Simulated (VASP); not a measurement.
# ScAlN2 (Pmmm) in VASP: a series of runs

Runs on ScAlN2. Level: PBE. Tasks: single point, relaxation of cell and atoms.

All numbers are computed with VASP 6.6.1; they aren't measurements. Logs are shortened: lines on timing, memory, paths and dates and some standing lists are left out, and cuts for length are marked.

### 1 The cell of the first run

Symmetry: Pmmm, No. 47, orthorhombic system. Conventional cell: a = 2.660 Å, b = 3.457 Å, c = 6.142 Å, α = 90.00°, β = 90.00°, γ = 90.00°. Within 2.7 Å of Sc (site symmetry mmm) lie 2 N at 1.96 Å and 2 Sc at 2.66 Å. Al (site symmetry mmm) has 4 N at 2.06 Å and 2 Al at 2.66 Å within 2.7 Å. Within 2.7 Å of N (site symmetry mm2) lie 1 Sc at 1.96 Å and 2 Al at 2.06 Å and 3 N at 2.23 to 2.66 Å.

The cell was built from a structure type or drawn by symmetry, and may not be a known phase.

### 2 Single point, PBE

Input file INCAR:

```
SYSTEM = ScAlN2
PREC = Accurate ; ENCUT = 520
EDIFF = 1E-7 ; ISMEAR = 0
SIGMA = 0.1 ; LREAL = .FALSE.
LASPH = .TRUE. ; NELM = 100
ALGO = Normal ; ISIF = 2
LWAVE = .FALSE. ; LCHARG = .TRUE.
GGA = PE ; LELF = .TRUE.
LVHAR = .TRUE. ; NBANDS = 20
```

Input file KPOINTS:

```
regular mesh
0
G
  6 6 4
  0 0 0
```

Input file POSCAR:

```
ScAlN2
1.0
    2.6602130300      0.0000000000      0.0000000000
    0.0000000000      3.4571557700      0.0000000000
    0.0000000000      0.0000000000      6.1420655100
Sc Al N
1 1 2
Direct
    0.0000000000      0.0000000000      0.0000000000
    0.0000000000      0.5000000000      0.5000000000
    0.0000000000      0.0000000000      0.3183432800
    0.0000000000      0.0000000000      0.6816567200
```

Potentials or basis: VASP PAW PBE potentials, release 64 (Sc_sv, Al, N).

Started as:

```sh
> cat potpaw_PBE.64/Sc_sv/POTCAR potpaw_PBE.64/Al/POTCAR potpaw_PBE.64/N/POTCAR > POTCAR
> mpirun -np 1 vasp_std > vasp.out
```

OUTCAR:

```text
SYSTEM = ScAlN2
   PREC = Accurate
   ENCUT = 520
   EDIFF = 1E-7
   ISMEAR = 0
   LREAL = .FALSE.
   LASPH = .TRUE.
   NELM = 100
   ISIF = 2
   GGA = PE

 ion  position               nearest neighbor table
   1  0.000  0.000  0.000-   3 1.96   4 1.96
   2  0.000  0.500  0.500-   3 2.06   4 2.06   3 2.06   4 2.06
   3  0.000  0.000  0.318-   1 1.96   2 2.06   2 2.06
   4  0.000  0.000  0.682-   1 1.96   2 2.06   2 2.06

  LATTYP: Found a simple orthorhombic cell.
 ALAT       =     2.6602130300
 B/A-ratio  =     1.2995785416
 C/A-ratio  =     2.3088622756

  Lattice vectors:

 A1 = (   2.6602130300,   0.0000000000,   0.0000000000)
 A2 = (   0.0000000000,   3.4571557700,   0.0000000000)
 A3 = (   0.0000000000,   0.0000000000,   6.1420655100)

Analysis of symmetry for initial positions (statically):
=====================================================================
 Subroutine PRICEL returns:
 Original cell was already a primitive cell.

 Routine SETGRP: Setting up the symmetry group for a
 simple orthorhombic supercell.

 Subroutine GETGRP returns: Found  8 space group operations
 (whereof  8 operations were pure point group operations)
 out of a pool of  8 trial point group operations.

The static configuration has the point symmetry D_2h.

Analysis of symmetry for dynamics (positions and initial velocities):
=====================================================================
 Subroutine PRICEL returns:
 Original cell was already a primitive cell.

 Routine SETGRP: Setting up the symmetry group for a
 simple orthorhombic supercell.

 Subroutine GETGRP returns: Found  8 space group operations
 (whereof  8 operations were pure point group operations)
 out of a pool of  8 trial point group operations.

The dynamic configuration has the point symmetry D_2h.

 Subroutine INISYM returns: Found  8 space group operations
 (whereof  8 operations are pure point group operations),
 and found     1 'primitive' translations

----------------------------------------------------------------------------------------

                                     Primitive cell

  volume of cell :      56.4872

  direct lattice vectors                    reciprocal lattice vectors
     2.660213030  0.000000000  0.000000000     0.375909744  0.000000000  0.000000000
     0.000000000  3.457155770  0.000000000     0.000000000  0.289255118  0.000000000
     0.000000000  0.000000000  6.142065510     0.000000000  0.000000000  0.162811679

  length of vectors
     2.660213030  3.457155770  6.142065510     0.375909744  0.289255118  0.162811679

  position of ions in fractional coordinates (direct lattice)
     0.000000000  0.000000000  0.000000000
     0.000000000  0.500000000  0.500000000
     0.000000000  0.000000000  0.318343280
     0.000000000  0.000000000  0.681656720

  ion indices of the primitive-cell ions
   primitive index   ion index
                 1           1
                 2           2
                 3           3
                 4           4

----------------------------------------------------------------------------------------

 KPOINTS: regular mesh

Automatic generation of k-mesh.
 Grid dimensions read from file:
 generate k-points for:    6    6    4

 Generating k-lattice:

  Cartesian coordinates                     Fractional coordinates (reciprocal lattice)
     0.062651624  0.000000000  0.000000000     0.166666667  0.000000000  0.000000000
     0.000000000  0.048209186  0.000000000     0.000000000  0.166666667  0.000000000
     0.000000000  0.000000000  0.040702920     0.000000000  0.000000000  0.250000000

  Length of vectors
     0.062651624  0.048209186  0.040702920

  Shift w.r.t. Gamma in fractional coordinates (k-lattice)
     0.000000000  0.000000000  0.000000000

 Subroutine IBZKPT returns following result:
 ===========================================

 Found     48 irreducible k-points:

 Following reciprocal coordinates:
            Coordinates               Weight
  0.000000  0.000000  0.000000      1.000000
  0.166667  0.000000  0.000000      2.000000
  0.333333  0.000000  0.000000      2.000000
  0.500000  0.000000  0.000000      1.000000
  0.000000  0.166667  0.000000      2.000000
  0.166667  0.166667  0.000000      4.000000
[... 16 lines left out ...]
  0.333333  0.166667  0.250000      8.000000
  0.500000  0.166667  0.250000      4.000000
 [... further k-points ...]
   k-points           NKPTS =     48   k-points in BZ     NKDIM =     48   number of bands    NBANDS=     20
   number of dos      NEDOS =    301   number of ions     NIONS =      4
   total plane-waves  NPLWV =  26880
   dimension x,y,z NGX =    20 NGY =   28 NGZ =   48
   dimension x,y,z NGXF=    40 NGYF=   56 NGZF=   96
   ions per type =               1   1   2
   NGX,Y,Z   is equivalent  to a cutoff of  12.50, 13.46, 12.99 a.u.
   NGXF,Y,Z  is equivalent  to a cutoff of  25.00, 26.93, 25.98 a.u.
 SYSTEM =  ScAlN2
   PREC   = accura    normal or accurate (medium, high low for compatibility)
   ISTART =      0    job   : 0-new  1-cont  2-samecut
   ICHARG =      2    charge: 1-file 2-atom 10-const
   ISPIN  =      1    spin polarized calculation?
   LNONCOLLINEAR =      F non collinear calculations
   LSORBIT =      F    spin-orbit coupling
   LASPH  =      T    aspherical Exc in radial PAW
   ENCUT  =  520.0 eV  38.22 Ry    6.18 a.u.   4.95  6.43 11.42*2*pi/ulx,y,z
   NELM   =    100;   NELMIN=  2; NELMDL= -5     # of ELM steps
   EDIFF  = 0.1E-06   stopping-criterion for ELM
   LREAL  =      F    real-space projection
   EDIFFG = 0.1E-05   stopping-criterion for IOM
   NSW    =      0    number of steps for IOM
   IBRION =     -1    ionic relax: 0-MD 1-quasi-New 2-CG
   NFREE  =      0    steps in history (QN), initial steepest desc. (CG)
   ISIF   =      2    stress and relaxation
   ISYM   =      2    0-nonsym 1-usesym 2-fastsym
   POTIM  = 0.5000    time-step for ionic-motion
   TEBEG  =    0.0;   TEEND  =   0.0 temperature during run
   PSTRESS=    0.0 pullay stress
   NELECT =      24.0000    total number of electrons
   NUPDOWN=      -1.0000    fix difference up-down
   EMIN   =  10.00;   EMAX   =-10.00  energy-range for DOS
   EFERMI =   0.00;   METHOD = LEGACY
   ISMEAR =     0;   SIGMA  =   0.10  broadening in eV -4-tet -1-fermi 0-gaus
   EFERMI_NEDOS =   21; number of points for ismear=-14 and -15
   IALGO  =     38    algorithm
   IMIX   =      4    mixing-type and parameters
     AMIX     =   0.40;   BMIX     =  1.00
     AMIX_MAG =   1.60;   BMIX_MAG =  1.00
  volume/ion in A,a.u.               =      14.12        95.30
  Fermi-wavevector in a.u.,A,eV,Ry     =   1.230728  2.325738 20.608618  1.514691
  Thomas-Fermi vector in A             =   2.365565
   LORBIT       =      0    0 simple, 1 ext, 2 COOP (PROOUT), +10 PAW based schemes
   GGA     = PE    functional components
   LHFCALC =     F    Hartree Fock is set to
   AEXX    =    0.0000 exact exchange contribution
   IVDW    =     0    specifies the selected vdW correction
   LEPSILON=     F    determine dielectric tensor
   LRPA    =     F    only Hartree local field effects (RPA)
 non-spin polarized calculation
 Gauss-broadening in eV      SIGMA  =   0.10
  energy-cutoff  :      520.00
  volume of cell :       56.49
 maximum number of plane-waves:      1550
 NGX is ok and might be reduce to    20
   NGX =  9   NGY = 13   NGZ = 23

 number of electron      23.9999998 magnetization

 Free energy of the ion-electron system (eV)
  ---------------------------------------------------
  ext. energy  EPLUGINS =         0.00000000
  ---------------------------------------------------
  free energy    TOTEN  =       -24.00626330 eV

  energy without entropy =      -23.98103117  energy(sigma->0) =      -23.99364723

 E-fermi :   4.9588     XC(G=0): -10.2597

 val. band max:        4.9525342303   @ k =   0.1667   0.3333   0.0000
 cond. band min:       4.9675211032   @ k =   0.3333   0.3333   0.2500
 fundamental gap:      0.0149868729
 Fermi energy:         4.9587551472

 k-point     1 :       0.0000    0.0000    0.0000
  band No.  band energies     occupation
      1     -43.9709      2.00000
      2     -22.7123      2.00000
      3     -22.6649      2.00000
      4     -22.1240      2.00000
      5     -10.8191      2.00000
      6      -8.0512      2.00000
[... 12 lines left out ...]
     19      10.4214      0.00000
     20      13.7507      0.00000

 k-point     2 :       0.1667    0.0000    0.0000
  band No.  band energies     occupation
      1     -43.9214      2.00000
      2     -22.6754      2.00000
      3     -22.6203      2.00000
      4     -22.4508      2.00000
      5     -10.5186      2.00000
      6      -7.8092      2.00000
[... 12 lines left out ...]
     19       9.6699      0.00000
     20      13.5856      0.00000

 k-point     3 :       0.3333    0.0000    0.0000
  band No.  band energies     occupation
      1     -43.8208      2.00000
      2     -23.0699      2.00000
      3     -22.6007      2.00000
      4     -22.5298      2.00000
      5      -9.8123      2.00000
      6      -7.2374      2.00000
[... 12 lines left out ...]
     19      10.2877      0.00000
     20      11.6736      0.00000

 k-point     4 :       0.5000    0.0000    0.0000
  band No.  band energies     occupation
      1     -43.7697      2.00000
      2     -23.3645      2.00000
      3     -22.5629      2.00000
      4     -22.4839      2.00000
      5      -9.3793      2.00000
      6      -6.8857      2.00000
[... 12 lines left out ...]
     19      10.1378      0.00000
     20      12.1059      0.00000

 k-point     5 :       0.0000    0.1667    0.0000
  band No.  band energies     occupation
      1     -43.9682      2.00000
      2     -22.7463      2.00000
      3     -22.6605      2.00000
      4     -22.1223      2.00000
      5     -10.6813      2.00000
      6      -7.9685      2.00000
[... 12 lines left out ...]
     19      10.4316      0.00000
     20      12.3383      0.00000

 k-point     6 :       0.1667    0.1667    0.0000
  band No.  band energies     occupation
      1     -43.9188      2.00000
      2     -22.7080      2.00000
      3     -22.6162      2.00000
      4     -22.4482      2.00000
      5     -10.3882      2.00000
      6      -7.7306      2.00000
[... 12 lines left out ...]
     19       9.8104      0.00000
     20      12.8200      0.00000

 k-point     7 :       0.3333    0.1667    0.0000
  band No.  band energies     occupation
      1     -43.8184      2.00000
      2     -23.0659      2.00000
      3     -22.6304      2.00000
      4     -22.5262      2.00000
      5      -9.7019      2.00000
      6      -7.1704      2.00000
[... 12 lines left out ...]
     19      10.9318      0.00000
     20      11.9470      0.00000
[... 277 lines left out ...]
 k-point    20 :       0.5000    0.0000    0.2500
  band No.  band energies     occupation
      1     -43.7697      2.00000
      2     -23.3645      2.00000
      3     -22.5629      2.00000
      4     -22.4846      2.00000
      5      -9.1971      2.00000
      6      -7.2454      2.00000
[... 12 lines left out ...]
     19       9.8222      0.00000
     20      12.2935      0.00000

 k-point    21 :       0.0000    0.1667    0.2500
  band No.  band energies     occupation
      1     -43.9682      2.00000
      2     -22.7463      2.00000
      3     -22.6617      2.00000
      4     -22.1223      2.00000
      5     -10.4977      2.00000
      6      -8.3443      2.00000
[... 12 lines left out ...]
     19      10.3037      0.00000
     20      12.6609      0.00000

 k-point    22 :       0.1667    0.1667    0.2500
  band No.  band energies     occupation
      1     -43.9188      2.00000
      2     -22.7080      2.00000
      3     -22.6172      2.00000
      4     -22.4482      2.00000
      5     -10.2067      2.00000
      6      -8.0991      2.00000
[... 12 lines left out ...]
     19      10.3111      0.00000
     20      13.0415      0.00000

 k-point    23 :       0.3333    0.1667    0.2500
  band No.  band energies     occupation
      1     -43.8184      2.00000
      2     -23.0659      2.00000
      3     -22.6304      2.00000
      4     -22.5270      2.00000
      5      -9.5216      2.00000
      6      -7.5293      2.00000
[... 12 lines left out ...]
     19      11.2322      0.00000
     20      11.9662      0.00000

 k-point    24 :       0.5000    0.1667    0.2500
  band No.  band energies     occupation
      1     -43.7673      2.00000
      2     -23.3599      2.00000
      3     -22.5911      2.00000
      4     -22.4812      2.00000
      5      -9.1013      2.00000
      6      -7.1860      2.00000
[... 12 lines left out ...]
     19      10.8763      0.00000
     20      12.5137      0.00000

 [... further k-points ...]
[... 5 lines left out ...]
  --------------------------------------------------------------------------------------
  -------------------------------------------------------------------------------------
  Total       10.0432064    -11.0108579      5.2765937     -0.0000000      0.0000000      0.0000000
  in kB      284.8611102   -312.3071540    149.6629935     -0.0000000      0.0000000      0.0000000
  external PRESSURE =      40.7389832 kB  Pullay stress =       0.0000000 kB

 VOLUME and BASIS-vectors are now :
 -----------------------------------------------------------------------------
  energy-cutoff  :      520.00
  volume of cell :       56.49
      direct lattice vectors                 reciprocal lattice vectors
     2.660213030  0.000000000  0.000000000     0.375909744  0.000000000  0.000000000
     0.000000000  3.457155770  0.000000000     0.000000000  0.289255118  0.000000000
     0.000000000  0.000000000  6.142065510     0.000000000  0.000000000  0.162811679

 POSITION                                       TOTAL-FORCE (eV/Angst)
 -----------------------------------------------------------------------------------
      0.00000      0.00000      0.00000         0.000000      0.000000      0.000000
      0.00000      1.72858      3.07103         0.000000      0.000000      0.000000
      0.00000      0.00000      1.95529        -0.000000      0.000000      0.470459
      0.00000      0.00000      4.18678         0.000000     -0.000000     -0.470459
 -----------------------------------------------------------------------------------
    total drift:                               -0.000000     -0.000000     -0.000000

  FREE ENERGIE OF THE ION-ELECTRON SYSTEM (eV)
  ---------------------------------------------------
  free  energy   TOTEN  =       -24.0062632969 eV

  energy  without entropy=      -23.9810311711  energy(sigma->0) =      -23.99364723
```

Wall time 1.8 min (1 thread of Intel Xeon 8259CL, shared host); peak memory 0.21 GiB.

Results:

- Free energy: -24.0063 eV
- Pressure: 4.1 GPa
- Largest force: 0.470 eV/Å
- Band gap on the k mesh: zero (bands 12 and 13 overlap by 1.89 eV)

Forces in eV/Å, atoms in the order of the input:
```
Sc   0.000  0.000  0.000
Al   0.000  0.000  0.000
N    0.000  0.000  0.470
N    0.000  0.000 -0.470
```

Caveat: the k points lie up to 0.39 Å⁻¹ apart, too coarse for converged energies and pressures of a metal.

### 3 Single point, PBE

This run uses another cell than the first one, of 19.86 Å³/atom.

Input file INCAR:

```
SYSTEM = ScAlN2
PREC = Accurate ; ENCUT = 520
EDIFF = 1E-6 ; ISMEAR = 0
SIGMA = 0.1 ; LREAL = .False.
LASPH = .True. ; NELM = 60
ALGO = Normal ; ISIF = 2
LWAVE = .False. ; LCHARG = .False.
GGA = PE ; NBANDS = 20
```

Input file KPOINTS:

```
Automatic mesh
0
Gamma
  6 6 4
  0 0 0
```

Input file POSCAR:

```
ScAlN2
1.0
    4.1733497732      0.0000000000      0.0000000000
    0.0000000000      3.0213921659      0.0000000000
    0.0000000000      0.0000000000      6.3012074315
Sc Al N
1 1 2
Direct
    0.0000000000      0.0000000000      0.0000000000
    0.0000000000      0.5000000000      0.5000000000
    0.0000000000      0.0000000000      0.3086798229
    0.0000000000      0.0000000000      0.6913201771
```

Potentials or basis: VASP PAW PBE potentials, release 64 (Sc_sv, Al, N).

Started as:

```sh
> cat potpaw_PBE.64/Sc_sv/POTCAR potpaw_PBE.64/Al/POTCAR potpaw_PBE.64/N/POTCAR > POTCAR
> mpirun -np 1 vasp_std > vasp.out
```

Wall time 1.8 min (1 thread of Intel Xeon 8259CL, shared host); peak memory 0.23 GiB.

Results (log left out):

```yaml
Free_energy: -26.6087 eV
Pressure: 0.2 GPa
Largest_force: 0.110 eV/Å
Band_gap_on_the_k_mesh: zero (bands 12 and 13 overlap by 1.34 eV)
```

Forces in eV/Å, atoms in the order of the input:
```
Sc   0.000  0.000  0.000
Al   0.000  0.000  0.000
N    0.000  0.000  0.110
N    0.000  0.000 -0.110
```

Stress tensor (GPa, compression positive):
```
-0.04  0.00  0.00
 0.00 -0.10  0.00
 0.00  0.00  0.75
```

Levels at points of the mesh, in eV from the Fermi level:
```csv
k point,band 9,band 10,band 11,band 12,band 13,band 14,band 15,band 16
"(0.00, 0.00, 0.00)",-1.64,-1.46,-1.28,-0.99,0.38,0.54,2.69,3.16
"(0.50, 0.00, 0.00)",-2.14,-1.25,-0.97,-0.70,0.62,1.85,2.80,3.02
"(0.00, 0.50, 0.00)",-4.17,-1.02,-0.76,0.89,1.04,1.43,2.84,2.89
"(0.50, 0.50, 0.00)",-4.07,-1.67,-1.17,0.03,0.92,2.94,3.13,3.29
"(0.00, 0.00, 0.50)",-1.77,-1.66,-1.43,-0.70,-0.46,0.43,1.96,3.16
"(0.50, 0.00, 0.50)",-1.83,-1.63,-1.58,-0.68,-0.44,2.42,2.51,2.85
"(0.00, 0.50, 0.50)",-2.40,-1.57,-1.37,0.10,1.06,1.45,1.72,3.34
"(0.50, 0.50, 0.50)",-2.35,-2.12,-1.36,-0.42,0.11,1.92,2.93,3.15
```

(Part 1 of 2 ends here.)
